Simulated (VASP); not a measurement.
# Ta3W2 (Fmmm) in VASP: single point with PBE

Aim: the single point of Ta3W2 with PBE.

All numbers are computed with VASP 6.6.1; they aren't measurements. Logs are shortened: lines on timing, memory, paths and dates and some standing lists are left out, and cuts for length are marked.

## (1) The cell of the first run

Symmetry: Fmmm, No. 69, orthorhombic system. The conventional cell has a = 3.153 Å, b = 4.493 Å, c = 22.185 Å, α = 90.00°, β = 90.00°, γ = 90.00°. Ta (site symmetry mmm) has 8 W at 2.71 to 3.15 Å and 6 Ta at 2.74 to 3.15 Å within 3.6 Å. Within 3.6 Å of Ta (site symmetry mm2) lie 4 W at 2.70 to 3.14 Å and 10 Ta at 2.74 to 3.21 Å. W (site symmetry mm2) has 8 Ta at 2.70 to 3.15 Å and 6 W at 2.74 to 3.15 Å within 3.6 Å.

## (2) Single point, PBE (15.72 Å³/atom)

File INCAR:

```
  ALGO = Fast
  EDIFF = 1E-7
  ENCUT = 520
  GGA = PE
  ISIF = 2
  ISMEAR = 0
  LASPH = T
  LCHARG = T
  LELF = T
  LREAL = F
  LVHAR = T
  LWAVE = F
  NBANDS = 38
  NELM = 60
  PREC = Accurate
  SIGMA = 0.1
```

File KPOINTS:

```
k-points
0
Gamma
  14 14 14
```

File POSCAR:

```
Ta3W2
1.0
    0.0000000000      2.2466332377     11.0925603912
    1.5765898633      0.0000000000     11.0925603912
    1.5765898633      2.2466332377      0.0000000000
Ta W
3 2
Direct
    0.0000000000      0.0000000000      0.0000000000
    0.1983027777      0.1983027777      0.8016972223
    0.8016972223      0.8016972223      0.1983027777
    0.5992785134      0.5992785134      0.4007214866
    0.4007214866      0.4007214866      0.5992785134
```

Potentials or basis: VASP PAW PBE potentials, release 64 (Ta_pv, W_sv).

The run is started by

```bash
cat potpaw_PBE.64/Ta_pv/POTCAR potpaw_PBE.64/W_sv/POTCAR > POTCAR
mpirun -np 1 vasp_std > vasp.out
```

OUTCAR:

```text
EDIFF = 1E-7
   ENCUT = 520
   GGA = PE
   ISIF = 2
   ISMEAR = 0
   LASPH = T
   LREAL = F
   NELM = 60
   PREC = Accurate

 ion  position               nearest neighbor table
   1  0.000  0.000  0.000-   4 2.71   4 2.71   5 2.71   5 2.71   5 3.15   4 3.15   4 3.15   5 3.15

   2  0.198  0.198  0.802-   4 2.70   4 2.70   3 2.78   3 2.78   4 3.14   4 3.14   3 3.21   3 3.21

   3  0.802  0.802  0.198-   5 2.70   5 2.70   2 2.78   2 2.78   5 3.14   5 3.14   2 3.21   2 3.21

   4  0.599  0.599  0.401-   2 2.70   2 2.70   1 2.71   1 2.71   2 3.14   2 3.14   1 3.15   1 3.15

   5  0.401  0.401  0.599-   3 2.70   3 2.70   1 2.71   1 2.71   3 3.14   3 3.14   1 3.15   1 3.15

  LATTYP: Found a face centered orthorhombic cell.
 ALAT       =     3.1531797266
 B/A-ratio  =     1.4249953587
 C/A-ratio  =     7.0357932963

  Lattice vectors:

 A1 = (   0.0000000000,   2.2466332377,  11.0925603912)
 A2 = (   1.5765898633,   0.0000000000,  11.0925603912)
 A3 = (   1.5765898633,   2.2466332377,   0.0000000000)

Analysis of symmetry for initial positions (statically):
=====================================================================
 Subroutine PRICEL returns:
 Original cell was already a primitive cell.

 Routine SETGRP: Setting up the symmetry group for a
 face centered orthorhombic supercell.

 Subroutine GETGRP returns: Found  8 space group operations
 (whereof  8 operations were pure point group operations)
 out of a pool of  8 trial point group operations.

The static configuration has the point symmetry D_2h.

Analysis of symmetry for dynamics (positions and initial velocities):
=====================================================================
 Subroutine PRICEL returns:
 Original cell was already a primitive cell.

 Routine SETGRP: Setting up the symmetry group for a
 face centered orthorhombic supercell.

 Subroutine GETGRP returns: Found  8 space group operations
 (whereof  8 operations were pure point group operations)
 out of a pool of  8 trial point group operations.

The dynamic configuration has the point symmetry D_2h.

 Subroutine INISYM returns: Found  8 space group operations
 (whereof  8 operations are pure point group operations),
 and found     1 'primitive' translations

----------------------------------------------------------------------------------------

                                     Primitive cell

  volume of cell :      78.5801

  direct lattice vectors                    reciprocal lattice vectors
     0.000000000  2.246633238 11.092560391    -0.317140184  0.222555240  0.045075256
     1.576589863  0.000000000 11.092560391     0.317140184 -0.222555240  0.045075256
     1.576589863  2.246633238  0.000000000     0.317140184  0.222555240 -0.045075256

  length of vectors
    11.317784984 11.204040862  2.744630485     0.390051933  0.390051933  0.390051933

  position of ions in fractional coordinates (direct lattice)
     0.000000000  0.000000000  0.000000000
     0.198302778  0.198302778  0.801697222
     0.801697222  0.801697222  0.198302778
     0.599278513  0.599278513  0.400721487
     0.400721487  0.400721487  0.599278513

  ion indices of the primitive-cell ions
   primitive index   ion index
                 1           1
                 2           2
                 3           3
                 4           4
                 5           5

----------------------------------------------------------------------------------------

 KPOINTS: k-points

Automatic generation of k-mesh.
 Grid dimensions read from file:
 generate k-points for:   14   14   14

 Generating k-lattice:

  Cartesian coordinates                     Fractional coordinates (reciprocal lattice)
    -0.022652870  0.015896803  0.003219661     0.071428571  0.000000000  0.000000000
     0.022652870 -0.015896803  0.003219661     0.000000000  0.071428571  0.000000000
     0.022652870  0.015896803 -0.003219661    -0.000000000 -0.000000000  0.071428571

  Length of vectors
     0.027860852  0.027860852  0.027860852

  Shift w.r.t. Gamma in fractional coordinates (k-lattice)
     0.000000000  0.000000000  0.000000000

 Subroutine IBZKPT returns following result:
 ===========================================

 Found    428 irreducible k-points:

 Following reciprocal coordinates:
            Coordinates               Weight
  0.000000  0.000000  0.000000      1.000000
  0.071429 -0.000000 -0.000000      8.000000
  0.142857 -0.000000  0.000000      8.000000
  0.214286 -0.000000  0.000000      8.000000
  0.285714  0.000000  0.000000      8.000000
  0.357143 -0.000000 -0.000000      8.000000
[... 16 lines left out ...]
  0.214286  0.142857 -0.000000      8.000000
  0.285714  0.142857 -0.000000      8.000000
 [... further k-points ...]
   k-points           NKPTS =    428   k-points in BZ     NKDIM =    428   number of bands    NBANDS=     38
   number of dos      NEDOS =    301   number of ions     NIONS =      5
   total plane-waves  NPLWV = 141120
   dimension x,y,z NGX =    84 NGY =   84 NGZ =   20
   dimension x,y,z NGXF=   168 NGYF=  168 NGZF=   40
   ions per type =               3   2
   NGX,Y,Z   is equivalent  to a cutoff of  12.34, 12.46, 12.11 a.u.
   NGXF,Y,Z  is equivalent  to a cutoff of  24.68, 24.93, 24.23 a.u.
 SYSTEM =  unknown system
   PREC   = accura    normal or accurate (medium, high low for compatibility)
   ISTART =      0    job   : 0-new  1-cont  2-samecut
   ICHARG =      2    charge: 1-file 2-atom 10-const
   ISPIN  =      1    spin polarized calculation?
   LNONCOLLINEAR =      F non collinear calculations
   LSORBIT =      F    spin-orbit coupling
   LASPH  =      T    aspherical Exc in radial PAW
   ENCUT  =  520.0 eV  38.22 Ry    6.18 a.u.  21.04 20.83  5.10*2*pi/ulx,y,z
   NELM   =     60;   NELMIN=  2; NELMDL= -5     # of ELM steps
   EDIFF  = 0.1E-06   stopping-criterion for ELM
   LREAL  =      F    real-space projection
   EDIFFG = 0.1E-05   stopping-criterion for IOM
   NSW    =      0    number of steps for IOM
   IBRION =     -1    ionic relax: 0-MD 1-quasi-New 2-CG
   NFREE  =      0    steps in history (QN), initial steepest desc. (CG)
   ISIF   =      2    stress and relaxation
   ISYM   =      2    0-nonsym 1-usesym 2-fastsym
   POTIM  = 0.5000    time-step for ionic-motion
   TEBEG  =    0.0;   TEEND  =   0.0 temperature during run
   PSTRESS=    0.0 pullay stress
   NELECT =      61.0000    total number of electrons
   NUPDOWN=      -1.0000    fix difference up-down
   EMIN   =  10.00;   EMAX   =-10.00  energy-range for DOS
   EFERMI =   0.00;   METHOD = LEGACY
   ISMEAR =     0;   SIGMA  =   0.10  broadening in eV -4-tet -1-fermi 0-gaus
   EFERMI_NEDOS =   21; number of points for ismear=-14 and -15
   IALGO  =     68    algorithm
   IMIX   =      4    mixing-type and parameters
     AMIX     =   0.40;   BMIX     =  1.00
     AMIX_MAG =   1.60;   BMIX_MAG =  1.00
  volume/ion in A,a.u.               =      15.72       106.06
  Fermi-wavevector in a.u.,A,eV,Ry     =   1.504575  2.843235 30.800138  2.263746
  Thomas-Fermi vector in A             =   2.615537
   LORBIT       =      0    0 simple, 1 ext, 2 COOP (PROOUT), +10 PAW based schemes
   GGA     = PE    functional components
   LHFCALC =     F    Hartree Fock is set to
   AEXX    =    0.0000 exact exchange contribution
   IVDW    =     0    specifies the selected vdW correction
   LEPSILON=     F    determine dielectric tensor
   LRPA    =     F    only Hartree local field effects (RPA)
 non-spin polarized calculation
 RMM-DIIS sequential band-by-band and
 Gauss-broadening in eV      SIGMA  =   0.10
  energy-cutoff  :      520.00
  volume of cell :       78.58
 maximum number of plane-waves:      2150
   NGX = 43   NGY = 41   NGZ = 11

 number of electron      61.0000006 magnetization

 Free energy of the ion-electron system (eV)
  ---------------------------------------------------
  ext. energy  EPLUGINS =         0.00000000
  ---------------------------------------------------
  free energy    TOTEN  =       -60.96827655 eV

  energy without entropy =      -60.94902314  energy(sigma->0) =      -60.95864984

 E-fermi :   8.3639     XC(G=0): -13.4702

 val. band max:        8.3623591461   @ k =   0.0000   0.4286   0.4286
 cond. band min:       8.3642465970   @ k =  -0.3571   0.2857   0.0000
 fundamental gap:      0.0018874509
 Fermi energy:         8.3638741129

 k-point     1 :       0.0000    0.0000    0.0000
  band No.  band energies     occupation
      1     -64.9058      2.00000
      2     -64.9056      2.00000
      3     -29.3281      2.00000
      4     -29.2704      2.00000
      5     -28.8129      2.00000
      6     -28.8068      2.00000
[... 30 lines left out ...]
     37      11.4134      0.00000
     38      11.5478      0.00000

 k-point     2 :       0.0714   -0.0000   -0.0000
  band No.  band energies     occupation
      1     -64.9024      2.00000
      2     -64.9022      2.00000
      3     -29.3187      2.00000
      4     -29.2649      2.00000
      5     -28.8400      2.00000
      6     -28.8362      2.00000
[... 30 lines left out ...]
     37      11.2686      0.00000
     38      11.5237      0.00000

 k-point     3 :       0.1429   -0.0000    0.0000
  band No.  band energies     occupation
      1     -64.8930      2.00000
      2     -64.8929      2.00000
      3     -29.2925      2.00000
      4     -29.2500      2.00000
      5     -28.9421      2.00000
      6     -28.9393      2.00000
[... 30 lines left out ...]
     37      11.2265      0.00000
     38      11.5560      0.00000

 k-point     4 :       0.2143   -0.0000    0.0000
  band No.  band energies     occupation
      1     -64.8795      2.00000
      2     -64.8793      2.00000
      3     -29.2549      2.00000
      4     -29.2302      2.00000
      5     -29.1223      2.00000
      6     -29.1120      2.00000
[... 30 lines left out ...]
     37      11.4396      0.00000
     38      12.0774      0.00000
[... 703 lines left out ...]
      4     -29.2695      2.00000
      5     -28.8129      2.00000
      6     -28.8067      2.00000
[... 30 lines left out ...]
     37      11.3588      0.00000
     38      11.5863      0.00000

 k-point    23 :       0.2143    0.1429   -0.0000
  band No.  band energies     occupation
      1     -64.9024      2.00000
      2     -64.9022      2.00000
      3     -29.3198      2.00000
      4     -29.2638      2.00000
      5     -28.8400      2.00000
      6     -28.8363      2.00000
[... 30 lines left out ...]
     37      11.4530      0.00000
     38      11.6522      0.00000

 k-point    24 :       0.2857    0.1429   -0.0000
  band No.  band energies     occupation
      1     -64.8931      2.00000
      2     -64.8929      2.00000
      3     -29.2933      2.00000
      4     -29.2490      2.00000
      5     -28.9425      2.00000
      6     -28.9391      2.00000
[... 30 lines left out ...]
     37      11.2330      0.00000
     38      11.3691      0.00000

 [... further k-points ...]

------------------------ aborting loop because EDIFF is reached ----------------------------------------

  FORCE on cell =-STRESS in cart. coord.  units (eV):
  Direction    XX          YY          ZZ          XY          YZ          ZX
  --------------------------------------------------------------------------------------
  -------------------------------------------------------------------------------------
  Total       13.1921171     13.1501609     13.2783970      0.0000000      0.0000000      0.0000000
  in kB      268.9752819    268.1198340    270.7344510      0.0000000      0.0000000      0.0000000
  external PRESSURE =     269.2765223 kB  Pullay stress =       0.0000000 kB

 VOLUME and BASIS-vectors are now :
 -----------------------------------------------------------------------------
  energy-cutoff  :      520.00
  volume of cell :       78.58
      direct lattice vectors                 reciprocal lattice vectors
     0.000000000  2.246633238 11.092560391    -0.317140184  0.222555240  0.045075256
     1.576589863  0.000000000 11.092560391     0.317140184 -0.222555240  0.045075256
     1.576589863  2.246633238  0.000000000     0.317140184  0.222555240 -0.045075256

 POSITION                                       TOTAL-FORCE (eV/Angst)
 -----------------------------------------------------------------------------------
      0.00000      0.00000      0.00000         0.000000      0.000000      0.000000
      1.57659      2.24663      4.39937         0.000000      0.000000      0.010048
      1.57659      2.24663     17.78575         0.000000      0.000000     -0.010048
      1.57659      2.24663     13.29507         0.000000      0.000000      0.003146
      1.57659      2.24663      8.89005         0.000000      0.000000     -0.003146
 -----------------------------------------------------------------------------------
    total drift:                               -0.000000      0.000000      0.000000

  FREE ENERGIE OF THE ION-ELECTRON SYSTEM (eV)
  ---------------------------------------------------
  free  energy   TOTEN  =       -60.9682765495 eV

  energy  without entropy=      -60.9490231371  energy(sigma->0) =      -60.95864984
```

Wall time 2.2 h (1 thread of Oxide Virtual Turin-like, shared host); peak memory 1.1 GiB.

Results:

* Free energy: -60.9683 eV
* Pressure: 26.9 GPa
* Largest force: 0.010 eV/Å
* Band gap on the k mesh: zero (an odd number of electrons rules out a gap without spin polarisation)

Forces on the atoms (eV/Å):
```
Ta   0.000  0.000  0.000
Ta   0.000  0.000  0.010
Ta   0.000  0.000 -0.010
W    0.000  0.000  0.003
W    0.000  0.000 -0.003
```

Levels at points of the mesh, in eV from the Fermi level:
| k point | band 27 | band 28 | band 29 | band 30 | band 31 | band 32 | band 33 | band 34 |
| --- | --- | --- | --- | --- | --- | --- | --- | --- |
| (0.00, 0.00, 0.00) | -0.48 | -0.19 | -0.05 | 0.15 | 0.41 | 0.79 | 0.92 | 1.47 |
| (0.50, 0.00, 0.00) | -1.81 | -0.72 | -0.60 | 0.81 | 0.93 | 1.97 | 2.70 | 3.08 |
| (0.50, 0.50, 0.00) | -0.21 | -0.01 | -0.01 | 0.18 | 0.19 | 0.26 | 0.68 | 2.04 |
| (0.50, 0.00, 0.50) | -1.65 | -0.80 | 0.09 | 1.11 | 1.71 | 1.79 | 3.81 | 4.94 |
| (0.00, 0.50, 0.50) | -1.76 | 0.34 | 0.46 | 1.80 | 1.89 | 2.23 | 2.46 | 2.84 |

Caveat: the cell stands under pressure; spin-orbit coupling is left out, which moves the levels of the heavy elements.
